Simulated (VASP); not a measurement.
# Pd (Fm-3m) in VASP: a series of runs, part 2 of 2

VASP 6.6.1. The steps go on from the part before.

## Step 5: Single point, r2SCAN

This run uses another cell than the first one, of 15.93 Å³/atom, 1.061 times its volume.

POSCAR reads:

```
Pd
1.0
    0.0000000000      1.9970263384      1.9970263384
    1.9970263384      0.0000000000      1.9970263384
    1.9970263384      1.9970263384      0.0000000000
Pd
1
Direct
    0.0000000000      0.0000000000      0.0000000000
```

INCAR.step1 reads:

```
SYSTEM = Pd
ALGO = Normal
EDIFF = 1E-4
ENCUT = 520
GGA = PE
ISMEAR = -1
LASPH = .True.
LCHARG = .False.
LREAL = .False.
LWAVE = .True.
NBANDS = 11
NELM = 100
PREC = Accurate
SIGMA = 0.1
```

INCAR.step2 reads:

```
SYSTEM = Pd
ALGO = Normal
EDIFF = 1E-7
ENCUT = 520
ISIF = 2
ISMEAR = -1
ISTART = 1
LASPH = .True.
LCHARG = .False.
LMIXTAU = .True.
LREAL = .False.
LWAVE = .False.
METAGGA = R2SCAN
NBANDS = 11
NELM = 100
PREC = Accurate
SIGMA = 0.1
```

KPOINTS reads:

```
k-points
0
Gamma
  15 15 15
  0 0 0
```

Potentials or basis: VASP PAW PBE potentials, release 64 (Pd).

Run with:

```bash
cat potpaw_PBE.64/Pd/POTCAR > POTCAR
cp INCAR.step1 INCAR
mpirun -np 1 vasp_std > vasp.out
cp INCAR.step2 INCAR
mpirun -np 1 vasp_std > vasp.out
```

OUTCAR:

```text
SYSTEM = Pd
   EDIFF = 1E-7
   ENCUT = 520
   ISIF = 2
   ISMEAR = -1
   ISTART = 1
   LASPH = .True.
   LREAL = .False.
   METAGGA = R2SCAN
   NELM = 100
   PREC = Accurate

 ion  position               nearest neighbor table
   1  0.000  0.000  0.000-

  LATTYP: Found a face centered cubic cell.
 ALAT       =     3.9940526768

  Lattice vectors:

 A1 = (   0.0000000000,   1.9970263384,   1.9970263384)
 A2 = (   1.9970263384,   0.0000000000,   1.9970263384)
 A3 = (   1.9970263384,   1.9970263384,   0.0000000000)

Analysis of symmetry for initial positions (statically):
=====================================================================
 Subroutine PRICEL returns:
 Original cell was already a primitive cell.

 Routine SETGRP: Setting up the symmetry group for a
 face centered cubic supercell.

 Subroutine GETGRP returns: Found 48 space group operations
 (whereof 48 operations were pure point group operations)
 out of a pool of 48 trial point group operations.

The static configuration has the point symmetry O_h .

Analysis of symmetry for dynamics (positions and initial velocities):
=====================================================================
 Subroutine PRICEL returns:
 Original cell was already a primitive cell.

 Routine SETGRP: Setting up the symmetry group for a
 face centered cubic supercell.

 Subroutine GETGRP returns: Found 48 space group operations
 (whereof 48 operations were pure point group operations)
 out of a pool of 48 trial point group operations.

The dynamic configuration has the point symmetry O_h .

 Subroutine INISYM returns: Found 48 space group operations
 (whereof 48 operations are pure point group operations),
 and found     1 'primitive' translations

----------------------------------------------------------------------------------------

                                     Primitive cell

  volume of cell :      15.9287

  direct lattice vectors                    reciprocal lattice vectors
     0.000000000  1.997026338  1.997026338    -0.250372261  0.250372261  0.250372261
     1.997026338  0.000000000  1.997026338     0.250372261 -0.250372261  0.250372261
     1.997026338  1.997026338  0.000000000     0.250372261  0.250372261 -0.250372261

  length of vectors
     2.824221732  2.824221732  2.824221732     0.433657477  0.433657477  0.433657477

  position of ions in fractional coordinates (direct lattice)
     0.000000000  0.000000000  0.000000000

  ion indices of the primitive-cell ions
   primitive index   ion index
                 1           1

----------------------------------------------------------------------------------------

 KPOINTS: k-points

Automatic generation of k-mesh.
 Grid dimensions read from file:
 generate k-points for:   15   15   15

 Generating k-lattice:

  Cartesian coordinates                     Fractional coordinates (reciprocal lattice)
    -0.016691484  0.016691484  0.016691484     0.066666667  0.000000000  0.000000000
     0.016691484 -0.016691484  0.016691484     0.000000000  0.066666667  0.000000000
     0.016691484  0.016691484 -0.016691484     0.000000000  0.000000000  0.066666667

  Length of vectors
     0.028910498  0.028910498  0.028910498

  Shift w.r.t. Gamma in fractional coordinates (k-lattice)
     0.000000000  0.000000000  0.000000000

 Subroutine IBZKPT returns following result:
 ===========================================

 Found    120 irreducible k-points:

 Following reciprocal coordinates:
            Coordinates               Weight
  0.000000  0.000000  0.000000      1.000000
  0.066667  0.000000  0.000000      8.000000
  0.133333  0.000000  0.000000      8.000000
  0.200000  0.000000  0.000000      8.000000
  0.266667  0.000000  0.000000      8.000000
  0.333333  0.000000  0.000000      8.000000
[... 16 lines left out ...]
  0.133333  0.133333  0.000000      6.000000
  0.200000  0.133333  0.000000     24.000000
 [... further k-points ...]
   k-points           NKPTS =    120   k-points in BZ     NKDIM =    120   number of bands    NBANDS=     11
   number of dos      NEDOS =    301   number of ions     NIONS =      1
   total plane-waves  NPLWV =  13824
   dimension x,y,z NGX =    24 NGY =   24 NGZ =   24
   dimension x,y,z NGXF=    48 NGYF=   48 NGZF=   48
   ions per type =               1
   NGX,Y,Z   is equivalent  to a cutoff of  14.13, 14.13, 14.13 a.u.
   NGXF,Y,Z  is equivalent  to a cutoff of  28.25, 28.25, 28.25 a.u.
 SYSTEM =  Pd
   PREC   = accura    normal or accurate (medium, high low for compatibility)
   ISTART =      1    job   : 0-new  1-cont  2-samecut
   ICHARG =      0    charge: 1-file 2-atom 10-const
   ISPIN  =      1    spin polarized calculation?
   LNONCOLLINEAR =      F non collinear calculations
   LSORBIT =      F    spin-orbit coupling
   LASPH  =      T    aspherical Exc in radial PAW
   ENCUT  =  520.0 eV  38.22 Ry    6.18 a.u.   5.25  5.25  5.25*2*pi/ulx,y,z
   NELM   =    100;   NELMIN=  2; NELMDL=  0     # of ELM steps
   EDIFF  = 0.1E-06   stopping-criterion for ELM
   LREAL  =      F    real-space projection
   EDIFFG = 0.1E-05   stopping-criterion for IOM
   NSW    =      0    number of steps for IOM
   IBRION =     -1    ionic relax: 0-MD 1-quasi-New 2-CG
   NFREE  =      0    steps in history (QN), initial steepest desc. (CG)
   ISIF   =      2    stress and relaxation
   ISYM   =      2    0-nonsym 1-usesym 2-fastsym
   POTIM  = 0.5000    time-step for ionic-motion
   TEBEG  =    0.0;   TEEND  =   0.0 temperature during run
   PSTRESS=    0.0 pullay stress
   NELECT =      10.0000    total number of electrons
   NUPDOWN=      -1.0000    fix difference up-down
   EMIN   =  10.00;   EMAX   =-10.00  energy-range for DOS
   EFERMI =   0.00;   METHOD = LEGACY
   ISMEAR =    -1;   SIGMA  =   0.10  broadening in eV -4-tet -1-fermi 0-gaus
   EFERMI_NEDOS =   21; number of points for ismear=-14 and -15
   IALGO  =     38    algorithm
   IMIX   =      4    mixing-type and parameters
     AMIX     =   0.40;   BMIX     =  1.00
     AMIX_MAG =   1.60;   BMIX_MAG =  1.00
  volume/ion in A,a.u.               =      15.93       107.49
  Fermi-wavevector in a.u.,A,eV,Ry     =   1.401784  2.648987 26.735419  1.964998
  Thomas-Fermi vector in A             =   2.524611
   LORBIT       =      0    0 simple, 1 ext, 2 COOP (PROOUT), +10 PAW based schemes
   METAGGA = R2SCAN    functional components
   LHFCALC =     F    Hartree Fock is set to
   AEXX    =    0.0000 exact exchange contribution
   IVDW    =     0    specifies the selected vdW correction
   LEPSILON=     F    determine dielectric tensor
   LRPA    =     F    only Hartree local field effects (RPA)
 non-spin polarized calculation
  energy-cutoff  :      520.00
  volume of cell :       15.93
 maximum number of plane-waves:       444
 NGX is ok and might be reduce to    24
   NGX = 11   NGY = 11   NGZ = 11

 number of electron      10.0000001 magnetization

 Free energy of the ion-electron system (eV)
  ---------------------------------------------------
  ext. energy  EPLUGINS =         0.00000000
  ---------------------------------------------------
  free energy    TOTEN  =       -22.95406883 eV

  energy without entropy =      -22.89049547  energy(sigma->0) =      -22.92228215

 E-fermi :   8.3917     XC(G=0): -13.5689

 val. band max:        8.3884048494   @ k =   0.4667   0.2000   0.0000
 cond. band min:       8.4033620991   @ k =   0.4000   0.0000   0.0000
 fundamental gap:      0.0149572497
 Fermi energy:         8.3917022079

 k-point     1 :       0.0000    0.0000    0.0000
  band No.  band energies     occupation
      1       1.7854      2.00000
      2       5.7939      2.00000
      3       5.7939      2.00000
      4       5.7939      2.00000
      5       7.2084      1.99999
      6       7.2084      1.99999
      7      26.3142      0.00000
      8      30.8385      0.00000
      9      30.8385      0.00000
     10      30.8385      0.00000
     11      31.1017      0.00000

 k-point     2 :       0.0667    0.0000    0.0000
  band No.  band energies     occupation
      1       1.9416      2.00000
      2       5.7437      2.00000
      3       5.8453      2.00000
      4       5.8453      2.00000
      5       7.1856      1.99999
      6       7.1856      1.99999
      7      26.4443      0.00000
      8      29.7600      0.00000
      9      30.9885      0.00000
     10      30.9885      0.00000
     11      31.1183      0.00000
[... 295 lines left out ...]
 k-point    24 :       0.2000    0.1333    0.0000
  band No.  band energies     occupation
      1       3.0683      2.00000
      2       5.2224      2.00000
      3       6.2649      2.00000
      4       6.3193      2.00000
      5       6.8026      2.00000
      6       7.4683      1.99980
      7      26.6730      0.00000
      8      27.6974      0.00000
      9      29.0815      0.00000
     10      30.1008      0.00000
     11      31.0953      0.00000

 [... further k-points ...]
[... 5 lines left out ...]
  --------------------------------------------------------------------------------------
  -------------------------------------------------------------------------------------
  Total       -0.9379253     -0.9379253     -0.9379253      0.0000000      0.0000000      0.0000000
  in kB      -94.3403460    -94.3403460    -94.3403460      0.0000000      0.0000000      0.0000000
  external PRESSURE =     -94.3403460 kB  Pullay stress =       0.0000000 kB

 VOLUME and BASIS-vectors are now :
 -----------------------------------------------------------------------------
  energy-cutoff  :      520.00
  volume of cell :       15.93
      direct lattice vectors                 reciprocal lattice vectors
     0.000000000  1.997026338  1.997026338    -0.250372261  0.250372261  0.250372261
     1.997026338  0.000000000  1.997026338     0.250372261 -0.250372261  0.250372261
     1.997026338  1.997026338  0.000000000     0.250372261  0.250372261 -0.250372261

 POSITION                                       TOTAL-FORCE (eV/Angst)
 -----------------------------------------------------------------------------------
      0.00000      0.00000      0.00000        -0.000000      0.000000      0.000000
 -----------------------------------------------------------------------------------
    total drift:                               -0.000000      0.000000     -0.000000

  FREE ENERGIE OF THE ION-ELECTRON SYSTEM (eV)
  ---------------------------------------------------
  free  energy   TOTEN  =       -22.9540688303 eV

  energy  without entropy=      -22.8904954651  energy(sigma->0) =      -22.92228215
```

OUTCAR.step1:

```text
SYSTEM = Pd
   EDIFF = 1E-4
   ENCUT = 520
   GGA = PE
   ISMEAR = -1
   LASPH = .True.
   LREAL = .False.
[... 552 lines left out ...]
 -----------------------------------------------------------------------------------
      0.00000      0.00000      0.00000        -0.000000      0.000000     -0.000000
 -----------------------------------------------------------------------------------
    total drift:                               -0.000000     -0.000000     -0.000000

  FREE ENERGIE OF THE ION-ELECTRON SYSTEM (eV)
  ---------------------------------------------------
  free  energy   TOTEN  =        -5.2453684802 eV

  energy  without entropy=       -5.1794230096  energy(sigma->0) =       -5.21239574
```

Run time: 42 s. Hardware: 1 thread of Intel Xeon Platinum 8559C (Emerald Rapids), shared host; peak memory 0.15 GiB.

Results:

```yaml
Free_energy: -22.9541 eV
Pressure: -9.4 GPa
Band_gap_on_the_k_mesh: zero (band 5 reaches 8.60 eV, above the bottom of band 6 at 7.15 eV)
```

Levels at points of the mesh, in eV from the Fermi level:
```csv
k point,band 2,band 3,band 4,band 5,band 6,band 7,band 8,band 9
"(0.00, 0.00, 0.00)",-2.60,-2.60,-2.60,-1.18,-1.18,17.92,22.45,22.45
```

Caveat: the PAW data sets were made with another functional, which shifts forces and pressure a little.

## Step 6: The runs side by side

```tsv
cell	gap on the mesh (eV)	pressure (GPa)
a = 2.769 Å, angles 60.0°, 1 atom	none	-0.2
a = 2.797 Å, angles 60.0°, 1 atom	none	-5.3
a = 2.824 Å, angles 60.0°, 1 atom	none	-9.4
```

Alike in all rows: task single point; level r2SCAN; potentials or basis VASP PAW PBE potentials, release 64 (Pd); no spin polarisation; k mesh 15 × 15 × 15; cutoff (eV) 520; smearing fermi-dirac 0.1 eV.

Caveats: the PAW data sets were made with another functional, which shifts forces and pressure a little.

Absolute energies hang on the potentials; compare differences alone.
